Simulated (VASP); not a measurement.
Wanted: the native input for a VASP 6.6.1 run.

```
Task                   : single point
Functional             : PBE
Potentials or basis    : VASP PAW PBE potentials, release 64 (Be, Te)
Cutoff                 : 600 eV
k mesh                 : 12 × 12 × 10
Occupations            : methfessel-paxton, width 0.1 eV
Spin                   : no spin polarisation
Dipole correction      : no
Further INCAR settings : ALGO = Normal; EDIFF = 1e-06; NBANDS = 20
```

The structure of Be7Te lies in POSCAR:

```
Be7Te
1.0
    5.4202832055      0.0000000000      0.0000000000
   -2.7101416028      4.6941029517      0.0000000000
    0.0000000000      0.0000000000      3.6038581005
Be Te
7 1
Direct
    0.9606875665      0.4803437832      0.0000000000
    0.5196562168      0.0393124335      0.0000000000
    0.5196562168      0.4803437832      0.0000000000
    0.2074387266      0.7925612734      0.5000000000
    0.2074387266      0.4148774531      0.5000000000
    0.5851225469      0.7925612734      0.5000000000
    0.6666666667      0.3333333333      0.5000000000
    0.0000000000      0.0000000000      0.0000000000
```

The input as run:

INCAR

```
PREC = Accurate
ENCUT = 600
EDIFF = 1E-6
ISMEAR = 1
SIGMA = 0.1
LREAL = F
LASPH = T
NELM = 120
ALGO = Normal
ISIF = 2
LWAVE = F
LCHARG = F
GGA = PE
NBANDS = 20
GGA_COMPAT = F
```

KPOINTS

```
regular mesh
0
Gamma
  12 12 10
```

Potentials or basis: VASP PAW PBE potentials, release 64 (Be, Te).

The run is started by

```console
$ cat potpaw_PBE.64/Be/POTCAR potpaw_PBE.64/Te/POTCAR > POTCAR
$ mpirun -np 1 vasp_std > vasp.out
```

Results of the run:

```
Pressure               : 0.1 GPa
Largest force          : 0.027 eV/Å
Band gap on the k mesh : zero (bands 10 and 11 overlap by 2.70 eV)
```

Caveat: spin-orbit coupling is left out, which moves the levels of the heavy elements.

Run time: 10 min on 1 thread of Intel Xeon 8259CL, on a shared host, peak memory 0.4 GiB.
